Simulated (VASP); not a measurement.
Bi, 2 atoms in the cell. The structure is trigonal, space group R-3m (No. 166). The conventional cell has a = 4.504 Å, b = 4.504 Å, c = 11.358 Å, α = 90.00°, β = 90.00°, γ = 120.00°. Within 4.0 Å of Bi (site symmetry 3m) lie 6 Bi at 3.07 to 3.38 Å. 

* Program: VASP 6.6.1
* Task: single point
* Functional: PBEsol
* Dispersion: D4
* Potentials or basis: VASP PAW PBE potentials, release 64 (Bi_d)
* Cutoff: 520 eV
* k mesh: 7 × 7 × 7
* Occupations: fermi-dirac, width 0.05 eV
* Spin: no spin polarisation
* Dipole correction: no
* Further INCAR settings: ALGO = Normal; EDIFF = 1e-06; NBANDS = 22

Potentials or basis: VASP PAW PBE potentials, release 64 (Bi_d).

Run with:

```sh
$ cat potpaw_PBE.64/Bi_d/POTCAR > POTCAR
$ mpirun -np 1 vasp_std > vasp.out
```

Hardware: 1 thread of AMD EPYC 9R45 96-Core Processor (Zen 5), with other jobs on the host.

Q: Estimate the wall time of this run.

A: It took 35 s on 1 thread of AMD EPYC 9R45 96-Core Processor (Zen 5), with other jobs on the host, peak memory 0.19 GiB. Counts: scf iterations 11, k points 44.
